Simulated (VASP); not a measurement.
# KF (Fm-3m) in VASP: further runs, part 2 of 2

VASP 6.6.1. The steps go on from the part before.

### Step 3. Phonons, PBEsol, target pressure -1.5 GPa, at which the enthalpy is minimised

POSCAR reads:

```
KF
1.0
    0.0000000000      2.6549699311      2.6549699311
    2.6549699311      0.0000000000      2.6549699311
    2.6549699311      2.6549699311      0.0000000000
  K               F
     1     1
Direct
     0.0000000000000000    0.0000000000000000    0.0000000000000000
     0.5000000000000000    0.5000000000000000    0.5000000000000000
```

INCAR.step1 reads:

```
PREC     = Accurate       # precision mode
ENCUT    = 600            # plane-wave cutoff, eV
EDIFF    = 1E-8           # SCF threshold, eV
ISMEAR   = 0              # smearing method
SIGMA    = 0.03           # smearing width, eV
LREAL    = False          # projectors in reciprocal space
LASPH    = True           # aspherical terms in the spheres
NELM     = 80             # most SCF steps
ALGO     = Fast           # electronic algorithm
ISIF     = 3              # what is computed and relaxed
LWAVE    = False          # write WAVECAR
LCHARG   = False          # write CHGCAR
GGA      = PS             # functional
PSTRESS  = -15.0        
IBRION   = 2              # ionic algorithm
NSW      = 40             # ionic steps
EDIFFG   = -0.002         # ionic threshold
```

INCAR.step2 reads:

```
PREC     = Accurate       # precision mode
ENCUT    = 600            # plane-wave cutoff, eV
EDIFF    = 1E-8           # SCF threshold, eV
ISMEAR   = 0              # smearing method
SIGMA    = 0.03           # smearing width, eV
LREAL    = False          # projectors in reciprocal space
LASPH    = True           # aspherical terms in the spheres
NELM     = 80             # most SCF steps
ALGO     = Fast           # electronic algorithm
ISIF     = 2              # what is computed and relaxed
LWAVE    = False          # write WAVECAR
LCHARG   = False          # write CHGCAR
GGA      = PS             # functional
PSTRESS  = -15.0        
IBRION   = 6              # ionic algorithm
NFREE    = 2            
POTIM    = 0.015          # step
NSW      = 1              # ionic steps
```

KPOINTS reads:

```
Automatic mesh
0
Gamma
  10 10 10
```

Potentials or basis: VASP PAW PBE potentials, release 64 (K_sv, F).

Started as:

```console
> cat potpaw_PBE.64/K_sv/POTCAR potpaw_PBE.64/F/POTCAR > POTCAR
> cp INCAR.step1 INCAR
> mpirun -np 1 vasp_std > vasp.out
> cp CONTCAR POSCAR
> cp INCAR.step2 INCAR
> mpirun -np 1 vasp_std > vasp.out
```

OUTCAR:

```text
PREC = Accurate
   ENCUT = 600
   EDIFF = 1E-8
   ISMEAR = 0
   LREAL = False
   LASPH = True
   NELM = 80
   ISIF = 2
   GGA = PS
   PSTRESS = -15.0
   IBRION = 6
   NFREE = 2
   POTIM = 0.015
   NSW = 1

 ion  position               nearest neighbor table
   1  0.000  0.000  0.000-   2 2.70   2 2.70   2 2.70   2 2.70   2 2.70   2 2.70
   2  0.500  0.500  0.500-   1 2.70   1 2.70   1 2.70   1 2.70   1 2.70   1 2.70

  LATTYP: Found a face centered cubic cell.
 ALAT       =     5.4009733304

  Lattice vectors:

 A1 = (   0.0000000000,   2.7004866652,   2.7004866652)
 A2 = (   2.7004866652,   0.0000000000,   2.7004866652)
 A3 = (   2.7004866652,   2.7004866652,   0.0000000000)

Analysis of symmetry for initial positions (statically):
=====================================================================
 Subroutine PRICEL returns:
 Original cell was already a primitive cell.

[... 707 lines left out ...]
  -------------------------------------------------------------------------------------
  Total       -0.3758743     -0.3785449     -0.3785449      0.0000000      0.0000000      0.0000000
  in kB      -15.2896356    -15.3982693    -15.3982693      0.0000000      0.0000000      0.0000000
  external PRESSURE =      -0.3620581 kB  Pullay stress =     -15.0000000 kB
[... 21 lines left out ...]
  energy  without entropy=       -8.5142200654  energy(sigma->0) =       -8.51422007

  enthalpy is  TOTEN    =        -8.8829741025 eV   P V=       -0.3687540371

 INTERNAL STRAIN TENSORS FROM DISPLACED ATOMS
 ============================================

 INTERNAL STRAIN TENSOR FOR ION    1 for displacements in x,y,z  (eV/Angst):
          X           Y           Z          XY          YZ          ZX
  --------------------------------------------------------------------------------
  x     0.00000     0.00000     0.00000     0.00000     0.00000     0.00000
  y     0.00000     0.00000     0.00000     0.00000     0.00000     0.00000
  z     0.00000     0.00000     0.00000     0.00000     0.00000     0.00000

 INTERNAL STRAIN TENSOR FOR ION    2 for displacements in x,y,z  (eV/Angst):
          X           Y           Z          XY          YZ          ZX
  --------------------------------------------------------------------------------
  x     0.00000     0.00000     0.00000     0.00000     0.00000     0.00000
  y     0.00000     0.00000     0.00000     0.00000     0.00000     0.00000
  z     0.00000     0.00000     0.00000     0.00000     0.00000     0.00000

 Eigenvectors and eigenvalues of the dynamical matrix
 ----------------------------------------------------

   1 f  =    4.715111 THz    29.625919 2PiTHz  157.279188 cm-1    19.500125 meV
             X         Y         Z           dx          dy          dz
      0.000000  0.000000  0.000000    -0.571488    0.000000    0.000000
      2.700487  2.700487  2.700487     0.820611    0.000000    0.000000
[... 21 lines left out ...]
   6 f/i=    0.002072 THz     0.013017 2PiTHz    0.069106 cm-1     0.008568 meV
             X         Y         Z           dx          dy          dz
      0.000000  0.000000  0.000000     0.000000    0.000000    0.820611
      2.700487  2.700487  2.700487     0.000000    0.000000    0.571488

 ELASTIC MODULI CONTR FROM IONIC RELAXATION (kBar)
 Direction    XX          YY          ZZ          XY          YZ          ZX
 --------------------------------------------------------------------------------
 XX           0.0000      0.0000      0.0000      0.0000      0.0000      0.0000
 YY           0.0000      0.0000      0.0000      0.0000      0.0000      0.0000
 ZZ           0.0000      0.0000      0.0000      0.0000      0.0000      0.0000
 XY           0.0000      0.0000      0.0000      0.0000      0.0000      0.0000
 YZ           0.0000      0.0000      0.0000      0.0000      0.0000      0.0000
 ZX           0.0000      0.0000      0.0000      0.0000      0.0000      0.0000
 --------------------------------------------------------------------------------
```

OUTCAR.step1:

```text
PREC = Accurate
   ENCUT = 600
   EDIFF = 1E-8
   ISMEAR = 0
   LREAL = False
   LASPH = True
   NELM = 80
[... 694 lines left out ...]
  --------------------------------------------------------------------------------------
  -------------------------------------------------------------------------------------
  Total       -0.3705207     -0.3705207     -0.3705207     -0.0000000     -0.0000000      0.0000000
  in kB      -15.0718649    -15.0718649    -15.0718649     -0.0000000     -0.0000000      0.0000000
  external PRESSURE =      -0.0718649 kB  Pullay stress =     -15.0000000 kB
[... 21 lines left out ...]
  energy  without entropy=       -8.5118598665  energy(sigma->0) =       -8.51185987

  enthalpy is  TOTEN    =        -8.8806139036 eV   P V=       -0.3687540371

 reached required accuracy - stopping structural energy minimisation
```

Run time: 16 min. Hardware: 1 thread of AMD EPYC 7R43 (Zen 3), shared host; peak memory 0.23 GiB.

What came out:

```
Relaxed volume                                          : 19.69 Å³/atom
Relaxed cell                                            : a = 3.819 Å, b = 3.819 Å, c = 3.819 Å, α = 60.00°, β = 60.00°, γ = 60.00°
Space group after relaxing (to 0.1 Å)                   : Fm-3m (No. 225)
Highest phonon frequency at Γ, LO-TO splitting left out : 157 cm⁻¹
```

Step by step:
```csv
step,energy change (eV),largest force (eV/Å),pressure (GPa),volume (Å³)
1,0.0000,0.0000,-0.02,37.43
2,0.0025,0.0000,-0.80,38.37
3,0.0108,0.0000,-1.57,39.49
4,0.0098,0.0000,-1.51,39.39
```

Final structure:
```
K F
1.0
     0.00000    2.70049    2.70049
     2.70049    0.00000    2.70049
     2.70049    2.70049    0.00000
K F
1 1
Direct
  0.00000 0.00000 0.00000
  0.50000 0.50000 0.50000
```

Phonon frequencies in cm⁻¹ (negative: imaginary):
```csv
q point,frequencies
"(0.000, 0.000, 0.000)",0 0 0 157 157 157
```

Caveat: the PAW data sets were made with another functional, which shifts forces and pressure a little.

### Step 4. Phonons, PBEsol, target pressure 1.5 GPa, at which the enthalpy is minimised

POSCAR is that of step 3.

Edit INCAR.step1 of step 3 so:

```diff
@@ -13,3 +13,3 @@
 GGA      = PS             # functional
-PSTRESS  = -15.0        
+PSTRESS  = 15.0         
 IBRION   = 2              # ionic algorithm
```

Edit INCAR.step2 of step 3 so:

```diff
@@ -13,3 +13,3 @@
 GGA      = PS             # functional
-PSTRESS  = -15.0        
+PSTRESS  = 15.0         
 IBRION   = 6              # ionic algorithm
```

KPOINTS is that of step 3.

Potentials or basis: VASP PAW PBE potentials, release 64 (K_sv, F).

Started as:

```console
> cat potpaw_PBE.64/K_sv/POTCAR potpaw_PBE.64/F/POTCAR > POTCAR
> cp INCAR.step1 INCAR
> mpirun -np 1 vasp_std > vasp.out
> cp CONTCAR POSCAR
> cp INCAR.step2 INCAR
> mpirun -np 1 vasp_std > vasp.out
```

OUTCAR:

```text
PREC = Accurate
   ENCUT = 600
   EDIFF = 1E-8
   ISMEAR = 0
   LREAL = False
   LASPH = True
   NELM = 80
   ISIF = 2
   GGA = PS
   PSTRESS = 15.0
   IBRION = 6
   NFREE = 2
   POTIM = 0.015
   NSW = 1

 ion  position               nearest neighbor table
   1  0.000  0.000  0.000-   2 2.62   2 2.62   2 2.62   2 2.62   2 2.62   2 2.62
   2  0.500  0.500  0.500-   1 2.62   1 2.62   1 2.62   1 2.62   1 2.62   1 2.62

  LATTYP: Found a face centered cubic cell.
 ALAT       =     5.2368791971

  Lattice vectors:

 A1 = (   0.0000000000,   2.6184395986,   2.6184395986)
 A2 = (   2.6184395986,   0.0000000000,   2.6184395986)
 A3 = (   2.6184395986,   2.6184395986,   0.0000000000)

[... 712 lines left out ...]
  --------------------------------------------------------------------------------------
  -------------------------------------------------------------------------------------
  Total        0.3447914      0.3415994      0.3415994     -0.0000000      0.0000000      0.0000000
  in kB       15.3854191     15.2429832     15.2429832     -0.0000000      0.0000000      0.0000000
  external PRESSURE =       0.2904618 kB  Pullay stress =      15.0000000 kB
[... 21 lines left out ...]
  energy  without entropy=       -8.5124803366  energy(sigma->0) =       -8.51248034

  enthalpy is  TOTEN    =        -8.1763262829 eV   P V=        0.3361540537

 INTERNAL STRAIN TENSORS FROM DISPLACED ATOMS
 ============================================

 INTERNAL STRAIN TENSOR FOR ION    1 for displacements in x,y,z  (eV/Angst):
          X           Y           Z          XY          YZ          ZX
  --------------------------------------------------------------------------------
  x     0.00000     0.00000     0.00000     0.00000     0.00000     0.00000
  y     0.00000     0.00000     0.00000     0.00000     0.00000     0.00000
  z     0.00000     0.00000     0.00000     0.00000     0.00000     0.00000

 INTERNAL STRAIN TENSOR FOR ION    2 for displacements in x,y,z  (eV/Angst):
          X           Y           Z          XY          YZ          ZX
  --------------------------------------------------------------------------------
  x     0.00000     0.00000     0.00000     0.00000     0.00000     0.00000
  y     0.00000     0.00000     0.00000     0.00000     0.00000     0.00000
  z     0.00000     0.00000     0.00000     0.00000     0.00000     0.00000

 Eigenvectors and eigenvalues of the dynamical matrix
 ----------------------------------------------------

   1 f  =    6.111085 THz    38.397081 2PiTHz  203.843860 cm-1    25.273406 meV
             X         Y         Z           dx          dy          dz
      0.000000  0.000000  0.000000     0.000000    0.567133   -0.000000
      2.618440  2.618440  2.618440    -0.000000   -0.823626    0.000000
[... 21 lines left out ...]
   6 f/i=    0.035055 THz     0.220256 2PiTHz    1.169304 cm-1     0.144975 meV
             X         Y         Z           dx          dy          dz
      0.000000  0.000000  0.000000    -0.000101    0.251217   -0.784379
      2.618440  2.618440  2.618440    -0.000070    0.172983   -0.540108

 ELASTIC MODULI CONTR FROM IONIC RELAXATION (kBar)
 Direction    XX          YY          ZZ          XY          YZ          ZX
 --------------------------------------------------------------------------------
 XX           0.0000      0.0000      0.0000      0.0000      0.0000      0.0000
 YY           0.0000      0.0000      0.0000      0.0000      0.0000      0.0000
 ZZ           0.0000      0.0000      0.0000      0.0000      0.0000      0.0000
 XY           0.0000      0.0000      0.0000      0.0000      0.0000      0.0000
 YZ           0.0000      0.0000      0.0000      0.0000      0.0000      0.0000
 ZX           0.0000      0.0000      0.0000      0.0000      0.0000      0.0000
 --------------------------------------------------------------------------------
```

OSZICAR.step1:

```text
N       E                     dE             d eps       ncg     rms          rms(c)
DAV:   1     0.125032358240E+03    0.12503E+03   -0.92583E+03  1128   0.145E+03
DAV:   2    -0.430678891448E+01   -0.12934E+03   -0.11810E+03  1444   0.342E+02
DAV:   3    -0.948498082444E+01   -0.51782E+01   -0.51508E+01  1424   0.656E+01
DAV:   4    -0.964053534410E+01   -0.15555E+00   -0.15543E+00  1760   0.984E+00
[... 71 lines left out ...]
RMM:   8    -0.851493042891E+01   -0.68605E-08   -0.13130E-07  1147   0.202E-03    0.257E-04
RMM:   9    -0.851493051895E+01   -0.90044E-07   -0.48658E-08   996   0.148E-03    0.477E-04
RMM:  10    -0.851493045713E+01    0.61820E-07   -0.32032E-08   954   0.113E-03    0.120E-04
RMM:  11    -0.851493046759E+01   -0.10461E-07   -0.12625E-08   717   0.703E-04    0.440E-05
RMM:  12    -0.851493046494E+01    0.26478E-08   -0.10233E-08   640   0.565E-04
   4 F= -.81787764E+01 E0= -.81787764E+01  d E =-.750220E-02
```

It took 11 min on 1 thread of AMD EPYC 7R43 (Zen 3), shared host; peak memory 0.21 GiB.

Results:

```yaml
Relaxed_volume: 17.95 Å³/atom
Relaxed_cell: a = 3.703 Å, b = 3.703 Å, c = 3.703 Å, α = 60.00°, β = 60.00°, γ = 60.00°
Space_group_after_relaxing_to_0.1_Å: Fm-3m (No. 225)
Highest_phonon_frequency_at_Γ_LO-TO_splitting_left_out: 204 cm⁻¹
```

The path:
| step | energy change (eV) | largest force (eV/Å) | pressure (GPa) | volume (Å³) |
| --- | --- | --- | --- | --- |
| 1 | 0.0000 | 0.0000 | -0.02 | 37.43 |
| 2 | 0.0025 | 0.0000 | 0.89 | 36.47 |
| 3 | 0.0065 | 0.0000 | 1.48 | 35.93 |
| 4 | 0.0068 | 0.0000 | 1.51 | 35.91 |

Final structure:
```cif
data_structure
_symmetry_space_group_name_H-M 'P 1'
_symmetry_Int_Tables_number 1
_cell_length_a 3.7030
_cell_length_b 3.7030
_cell_length_c 3.7030
_cell_angle_alpha 60.000
_cell_angle_beta 60.000
_cell_angle_gamma 60.000
_cell_volume 35.91
loop_
_atom_site_label
_atom_site_type_symbol
_atom_site_fract_x
_atom_site_fract_y
_atom_site_fract_z
_atom_site_occupancy
K1 K 0.00000 0.00000 0.00000 1
F1 F 0.50000 0.50000 0.50000 1
```

Phonon frequencies in cm⁻¹ (negative: imaginary):
| q point | frequencies |
| --- | --- |
| (0.000, 0.000, 0.000) | -1 -1 -1 204 204 204 |

Caveat: the PAW data sets were made with another functional, which shifts forces and pressure a little.
